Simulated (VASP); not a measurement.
Here is a VASP 6.6.1 calculation.

The input INCAR:

```
  PREC = Accurate
  ENCUT = 520
  EDIFF = 1E-6
  ISMEAR = 0
  SIGMA = 0.05
  LREAL = F
  LASPH = T
  NELM = 100
  ALGO = Normal
  ISIF = 2
  LWAVE = F
  LCHARG = F
  GGA = PS
  NBANDS = 24
```

Contents of KPOINTS:

```
Automatic mesh
0
Gamma
  6 6 6
```

Contents of POSCAR:

```
KMgF3
1.0
    4.1054770000      0.0000000000      0.0000000000
    0.0000000000      4.1054770000      0.0000000000
    0.0000000000      0.0000000000      4.0456885000
K Mg F
1 1 3
Direct
    0.5000000000      0.5000000000      0.5000000000
    0.0000000000      0.0000000000      0.0000000000
    0.5000000000      0.0000000000      0.0000000000
    0.0000000000      0.5000000000      0.0000000000
    0.0000000000      0.0000000000      0.5000000000
```

Potentials or basis: VASP PAW PBE potentials, release 64 (K_sv, Mg, F).

Run with:

```console
$ cat potpaw_PBE.64/K_sv/POTCAR potpaw_PBE.64/Mg/POTCAR potpaw_PBE.64/F/POTCAR > POTCAR
$ mpirun -np 1 vasp_std > vasp.out
```

**Question.** What does it give for the band gap on the k mesh?

**Answer.** 6.60 eV (least direct gap 6.92 eV).

**Question.** What does it give for the pressure?

**Answer.** -4.7 GPa.

Stress tensor (GPa, compression positive):
```
-5.06  0.00  0.00
 0.00 -5.06  0.00
 0.00  0.00 -3.99
```

Caveat: the cell differs from its parent crystal (strain +0.030 along x and y, +0.015 along z); the cell stands under tension; the PAW data sets were made with another functional, which shifts forces and pressure a little. A k mesh can miss the band edges.
